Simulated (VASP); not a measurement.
# SrCl2 (Fm-3m) in VASP: further runs, part 2 of 2

VASP 6.6.1. The steps go on from the part before.

### Step 3. Single point, PBEsol

Contents of INCAR:

```
PREC     = Accurate       # precision mode
ENCUT    = 500            # plane-wave cutoff, eV
EDIFF    = 1E-6           # SCF threshold, eV
ISMEAR   = -1             # smearing method
SIGMA    = 0.2            # smearing width, eV
LREAL    = F              # projectors in reciprocal space
LASPH    = T              # aspherical terms in the spheres
NELM     = 120            # most SCF steps
ALGO     = Normal         # electronic algorithm
ISIF     = 2              # what is computed and relaxed
LWAVE    = F              # write WAVECAR
LCHARG   = T              # write CHGCAR
GGA      = PS             # functional
LELF     = T              # ELF
LVHAR    = T            
NBANDS   = 19             # bands
GGA_COMPAT= F
```

Contents of KPOINTS:

```
Automatic mesh
0
Gamma
  4 4 4
```

Contents of POSCAR:

```
SrCl2
1.0
    0.0000000000      3.4976509413      3.4976509413
    3.4976509413      0.0000000000      3.4976509413
    3.4976509413      3.4976509413      0.0000000000
Sr Cl
1 2
Direct
    0.0000000000      0.0000000000      0.0000000000
    0.2500000000      0.2500000000      0.2500000000
    0.7500000000      0.7500000000      0.7500000000
```

Potentials or basis: VASP PAW PBE potentials, release 64 (Sr_sv, Cl).

The run is started by

```bash
> cat potpaw_PBE.64/Sr_sv/POTCAR potpaw_PBE.64/Cl/POTCAR > POTCAR
> mpirun -np 1 vasp_std > vasp.out
```

OUTCAR:

```text
PREC = Accurate
   ENCUT = 500
   EDIFF = 1E-6
   ISMEAR = -1
   LREAL = F
   LASPH = T
   NELM = 120
   ISIF = 2
   GGA = PS

 ion  position               nearest neighbor table
   1  0.000  0.000  0.000-   3 3.03   3 3.03   3 3.03   2 3.03   3 3.03   2 3.03   2 3.03   2 3.03

   2  0.250  0.250  0.250-   1 3.03   1 3.03   1 3.03   1 3.03
   3  0.750  0.750  0.750-   1 3.03   1 3.03   1 3.03   1 3.03

  LATTYP: Found a face centered cubic cell.
 ALAT       =     6.9953018826

  Lattice vectors:

 A1 = (   0.0000000000,   3.4976509413,   3.4976509413)
 A2 = (   3.4976509413,   0.0000000000,   3.4976509413)
 A3 = (   3.4976509413,   3.4976509413,   0.0000000000)

Analysis of symmetry for initial positions (statically):
=====================================================================
 Subroutine PRICEL returns:
 Original cell was already a primitive cell.

 Routine SETGRP: Setting up the symmetry group for a
 face centered cubic supercell.

 Subroutine GETGRP returns: Found 48 space group operations
 (whereof 48 operations were pure point group operations)
 out of a pool of 48 trial point group operations.

The static configuration has the point symmetry O_h .

Analysis of symmetry for dynamics (positions and initial velocities):
=====================================================================
 Subroutine PRICEL returns:
 Original cell was already a primitive cell.

 Routine SETGRP: Setting up the symmetry group for a
 face centered cubic supercell.

 Subroutine GETGRP returns: Found 48 space group operations
 (whereof 48 operations were pure point group operations)
 out of a pool of 48 trial point group operations.

The dynamic configuration has the point symmetry O_h .

 Subroutine INISYM returns: Found 48 space group operations
 (whereof 48 operations are pure point group operations),
 and found     1 'primitive' translations

----------------------------------------------------------------------------------------

                                     Primitive cell

  volume of cell :      85.5775

  direct lattice vectors                    reciprocal lattice vectors
     0.000000000  3.497650941  3.497650941    -0.142953087  0.142953087  0.142953087
     3.497650941  0.000000000  3.497650941     0.142953087 -0.142953087  0.142953087
     3.497650941  3.497650941  0.000000000     0.142953087  0.142953087 -0.142953087

  length of vectors
     4.946425398  4.946425398  4.946425398     0.247602010  0.247602010  0.247602010

  position of ions in fractional coordinates (direct lattice)
     0.000000000  0.000000000  0.000000000
     0.250000000  0.250000000  0.250000000
     0.750000000  0.750000000  0.750000000

  ion indices of the primitive-cell ions
   primitive index   ion index
                 1           1
                 2           2
                 3           3

----------------------------------------------------------------------------------------

 KPOINTS: Automatic mesh

Automatic generation of k-mesh.
 Grid dimensions read from file:
 generate k-points for:    4    4    4

 Generating k-lattice:

  Cartesian coordinates                     Fractional coordinates (reciprocal lattice)
    -0.035738272  0.035738272  0.035738272     0.250000000  0.000000000  0.000000000
     0.035738272 -0.035738272  0.035738272     0.000000000  0.250000000  0.000000000
     0.035738272  0.035738272 -0.035738272     0.000000000  0.000000000  0.250000000

  Length of vectors
     0.061900503  0.061900503  0.061900503

  Shift w.r.t. Gamma in fractional coordinates (k-lattice)
     0.000000000  0.000000000  0.000000000

 Subroutine IBZKPT returns following result:
 ===========================================

 Found      8 irreducible k-points:

 Following reciprocal coordinates:
            Coordinates               Weight
  0.000000  0.000000  0.000000      1.000000
  0.250000  0.000000  0.000000      8.000000
  0.500000  0.000000  0.000000      4.000000
  0.250000  0.250000  0.000000      6.000000
  0.500000  0.250000  0.000000     24.000000
 -0.250000  0.250000  0.000000     12.000000
  0.500000  0.500000  0.000000      3.000000
 -0.250000  0.500000  0.250000      6.000000
   k-points           NKPTS =      8   k-points in BZ     NKDIM =      8   number of bands    NBANDS=     19
   number of dos      NEDOS =    301   number of ions     NIONS =      3
   total plane-waves  NPLWV =  46656
   dimension x,y,z NGX =    36 NGY =   36 NGZ =   36
   dimension x,y,z NGXF=    72 NGYF=   72 NGZF=   72
   ions per type =               1   2
   NGX,Y,Z   is equivalent  to a cutoff of  12.10, 12.10, 12.10 a.u.
   NGXF,Y,Z  is equivalent  to a cutoff of  24.20, 24.20, 24.20 a.u.
 SYSTEM =  unknown system
   PREC   = accura    normal or accurate (medium, high low for compatibility)
   ISTART =      0    job   : 0-new  1-cont  2-samecut
   ICHARG =      2    charge: 1-file 2-atom 10-const
   ISPIN  =      1    spin polarized calculation?
   LNONCOLLINEAR =      F non collinear calculations
   LSORBIT =      F    spin-orbit coupling
   LASPH  =      T    aspherical Exc in radial PAW
   ENCUT  =  500.0 eV  36.75 Ry    6.06 a.u.   9.02  9.02  9.02*2*pi/ulx,y,z
   NELM   =    120;   NELMIN=  2; NELMDL= -5     # of ELM steps
   EDIFF  = 0.1E-05   stopping-criterion for ELM
   LREAL  =      F    real-space projection
   EDIFFG = 0.1E-04   stopping-criterion for IOM
   NSW    =      0    number of steps for IOM
   IBRION =     -1    ionic relax: 0-MD 1-quasi-New 2-CG
   NFREE  =      0    steps in history (QN), initial steepest desc. (CG)
   ISIF   =      2    stress and relaxation
   ISYM   =      2    0-nonsym 1-usesym 2-fastsym
   POTIM  = 0.5000    time-step for ionic-motion
   TEBEG  =    0.0;   TEEND  =   0.0 temperature during run
   PSTRESS=    0.0 pullay stress
   NELECT =      24.0000    total number of electrons
   NUPDOWN=      -1.0000    fix difference up-down
   EMIN   =  10.00;   EMAX   =-10.00  energy-range for DOS
   EFERMI =   0.00;   METHOD = LEGACY
   ISMEAR =    -1;   SIGMA  =   0.20  broadening in eV -4-tet -1-fermi 0-gaus
   EFERMI_NEDOS =   21; number of points for ismear=-14 and -15
   IALGO  =     38    algorithm
   IMIX   =      4    mixing-type and parameters
     AMIX     =   0.40;   BMIX     =  1.00
     AMIX_MAG =   1.60;   BMIX_MAG =  1.00
  volume/ion in A,a.u.               =      28.53       192.50
  Fermi-wavevector in a.u.,A,eV,Ry     =   1.071582  2.024997 15.623409  1.148288
  Thomas-Fermi vector in A             =   2.207327
   LORBIT       =      0    0 simple, 1 ext, 2 COOP (PROOUT), +10 PAW based schemes
   GGA     = PS    functional components
   LHFCALC =     F    Hartree Fock is set to
   AEXX    =    0.0000 exact exchange contribution
   IVDW    =     0    specifies the selected vdW correction
   LEPSILON=     F    determine dielectric tensor
   LRPA    =     F    only Hartree local field effects (RPA)
 non-spin polarized calculation
  energy-cutoff  :      500.00
  volume of cell :       85.58
 maximum number of plane-waves:      2200
   NGX = 17   NGY = 17   NGZ = 17

 number of electron      24.0000002 magnetization

 Free energy of the ion-electron system (eV)
  ---------------------------------------------------
  ext. energy  EPLUGINS =         0.00000000
  ---------------------------------------------------
  free energy    TOTEN  =       -13.33227678 eV

  energy without entropy =      -13.33227296  energy(sigma->0) =      -13.33227487

 E-fermi :   2.7916     XC(G=0):  -8.4554

 val. band max:        0.0316491784   @ k =   0.5000   0.5000   0.0000
 cond. band min:       5.1357141641   @ k =   0.0000   0.0000   0.0000
 fundamental gap:      5.1040649857
 Fermi energy:         2.7916449192

 k-point     1 :       0.0000    0.0000    0.0000
  band No.  band energies     occupation
      1     -32.7950      2.00000
      2     -14.8073      2.00000
      3     -14.8073      2.00000
      4     -14.8073      2.00000
      5     -13.2402      2.00000
      6     -12.3890      2.00000
[... 11 lines left out ...]
     18       8.8963      0.00000
     19       9.2605      0.00000
[... 133 lines left out ...]
 k-point     8 :      -0.2500    0.5000    0.2500
  band No.  band energies     occupation
      1     -32.7908      2.00000
      2     -15.0049      2.00000
      3     -15.0049      2.00000
      4     -14.8408      2.00000
      5     -12.5781      2.00000
      6     -12.5781      2.00000
[... 11 lines left out ...]
     18       9.3254      0.00000
     19      10.5467      0.00000

------------------------ aborting loop because EDIFF is reached ----------------------------------------

  FORCE on cell =-STRESS in cart. coord.  units (eV):
  Direction    XX          YY          ZZ          XY          YZ          ZX
  --------------------------------------------------------------------------------------
  -------------------------------------------------------------------------------------
  Total       -0.6519172     -0.6519172     -0.6519172     -0.0000000     -0.0000000      0.0000000
  in kB      -12.2051636    -12.2051636    -12.2051636     -0.0000000     -0.0000000      0.0000000
  external PRESSURE =     -12.2051636 kB  Pullay stress =       0.0000000 kB

 VOLUME and BASIS-vectors are now :
 -----------------------------------------------------------------------------
  energy-cutoff  :      500.00
  volume of cell :       85.58
      direct lattice vectors                 reciprocal lattice vectors
     0.000000000  3.497650941  3.497650941    -0.142953087  0.142953087  0.142953087
     3.497650941  0.000000000  3.497650941     0.142953087 -0.142953087  0.142953087
     3.497650941  3.497650941  0.000000000     0.142953087  0.142953087 -0.142953087

 POSITION                                       TOTAL-FORCE (eV/Angst)
 -----------------------------------------------------------------------------------
      0.00000      0.00000      0.00000         0.000000      0.000000      0.000000
      1.74883      1.74883      1.74883        -0.000000      0.000000      0.000000
      5.24648      5.24648      5.24648         0.000000     -0.000000     -0.000000
 -----------------------------------------------------------------------------------
    total drift:                                0.000000      0.000000      0.000000

  FREE ENERGIE OF THE ION-ELECTRON SYSTEM (eV)
  ---------------------------------------------------
  free  energy   TOTEN  =       -13.3322767777 eV

  energy  without entropy=      -13.3322729566  energy(sigma->0) =      -13.33227487
```

It took 28 s on 1 thread of Intel Xeon 8259CL, shared host; peak memory 0.2 GiB.

Results:

| Quantity | Value |
| --- | --- |
| Free energy | -13.3323 eV |
| Pressure | -1.2 GPa |
| Band gap on the k mesh | 5.10 eV, indirect (least direct gap 5.36 eV) |

Levels at points of the mesh, in eV from the valence-band top:
```csv
k point,band 9,band 10,band 11,band 12,band 13,band 14,band 15,band 16
"(0.00, 0.00, 0.00)",-2.14,-0.34,-0.34,-0.34,5.10,5.98,5.98,8.86
"(0.50, 0.00, 0.00)",-1.52,-1.33,-1.06,-1.06,6.60,6.60,7.39,7.70
"(0.50, 0.50, 0.00)",-1.89,-0.41,-0.41,0.00,5.36,6.91,7.50,7.92
```

Caveat: the PAW data sets were made with another functional, which shifts forces and pressure a little.
